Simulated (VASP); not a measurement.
# Sb: single point with PBE

The system is Sb.

```xyz
1
Lattice="-1.5200 1.5200 2.4800 1.5200 -1.5200 2.4800 1.5200 1.5200 -2.4800" Properties=species:S:1:pos:R:3 pbc="T T T"
Sb    0.0000    0.0000    0.0000
```

This cell differs from its parent crystal: equal xx and yy strain of +1 %.

```yaml
Program: VASP 6.6.1
Task: single point
Functional: PBE
Potentials_or_basis: VASP PAW PBE potentials, release 64 (Sb)
Cutoff: 520 eV
k_mesh: 19 × 19 × 19
Occupations: fermi-dirac, width 0.05 eV
Spin: no spin polarisation
Dipole_correction: no
Further_INCAR_settings: ALGO = Normal; EDIFF = 1e-06; NBANDS = 8
```

```yaml
Pressure: 16.4 GPa
```

Stress tensor (GPa, compression positive):
```
16.87  0.00  0.00
 0.00 16.87  0.00
 0.00  0.00 15.60
```

Levels at points of the mesh, in eV from the Fermi level:
```csv
k point,band 1,band 2,band 3,band 4,band 5,band 6
"(0.00, 0.00, 0.00)",-14.37,6.34,6.56,6.56,10.00,10.37
```

Run time: 25 s on 1 thread of Intel(R) Xeon(R) 6975P-C (Granite Rapids), on a shared host, peak memory 0.22 GiB.

Caveat: the cell differs from its parent crystal (equal xx and yy strain of +1 %); spin-orbit coupling is left out, which moves the levels of the heavy elements.
